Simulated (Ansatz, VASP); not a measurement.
**MnSn3 in VASP and in Ansatz**

File POSCAR:

```
MnSn3
1.0
    0.0000000000      3.6684432068      3.6684432068
    3.6684432068      0.0000000000      3.6684432068
    3.6684432068      3.6684432068      0.0000000000
Sn Mn
3 1
Direct
    0.2500000000      0.2500000000      0.2500000000
    0.7500000000      0.7500000000      0.7500000000
    0.5000000000      0.5000000000      0.5000000000
    0.0000000000      0.0000000000      0.0000000000
```

INCAR.step1

```
SYSTEM = MnSn3
ALGO = Normal
EDIFF = 1E-4
ENCUT = 520
GGA = PE
ISMEAR = 0
LASPH = .TRUE.
LCHARG = .FALSE.
LREAL = .FALSE.
LWAVE = .TRUE.
NBANDS = 36
NELM = 80
PREC = Accurate
SIGMA = 0.1
```

The input INCAR.step2:

```
SYSTEM = MnSn3
ALGO = Normal
EDIFF = 1E-6
ENCUT = 520
ISIF = 2
ISMEAR = 0
ISTART = 1
LASPH = .TRUE.
LCHARG = .TRUE.
LELF = .TRUE.
LMIXTAU = .TRUE.
LREAL = .FALSE.
LVHAR = .TRUE.
LWAVE = .FALSE.
METAGGA = R2SCAN
NBANDS = 36
NELM = 80
PREC = Accurate
SIGMA = 0.1
```

Contents of KPOINTS:

```
k-points
0
G
  10 10 10
  0 0 0
```

Input for Ansatz:

```yaml
crystal:
  lattice:
    - [0.0, 3.6684432068, 3.6684432068]
    - [3.6684432068, 0.0, 3.6684432068]
    - [3.6684432068, 3.6684432068, 0.0]
  atoms:
    - { symbol: Sn, position: [0.25, 0.25, 0.25] }
    - { symbol: Sn, position: [0.75, 0.75, 0.75] }
    - { symbol: Sn, position: [0.5, 0.5, 0.5] }
    - { symbol: Mn, position: [0.0, 0.0, 0.0] }
basis:
  ecutwfc: 500
kpoints:
  mp_grid: { grid: [10, 10, 10] }
hamiltonian:
  xc: r2scan
scf:
  occupations: { method: gaussian, width: 0.1 }
  lower_state_search: "off"
output:
  forces: true
  stress: true
  eigenvalues: true
  write_density: true
  write_potential: true
  elf: true
  volumetric_format: npy
```

Alike in both runs: task single point; functional r2SCAN; k mesh 10 × 10 × 10; occupations gaussian, width 0.1 eV; no spin polarisation.

|  | VASP | Ansatz |
| --- | --- | --- |
| version | VASP 6.6.1 | Ansatz 0.2.0 |
| potentials or method | VASP PAW PBE potentials, release 64 (Sn_d, Mn_pv), cutoff 520 eV | scalar-relativistic, plane waves, PAW |
| valence electrons in the cell | 55 | 57 |

```csv
,VASP,Ansatz,Ansatz less VASP
gap on the k mesh at the Fermi level (eV),none,none,-
pressure (GPa),-8.3,-8.3,-0.03
```

VASP's potentials were made for PBE, not for r2SCAN. A gap of «none» marks a metal or a gap that the smearing closes. VASP's potentials hold 55 valence electrons a cell and Ansatz's 57, so a difference there can come from the potentials and not from the codes.
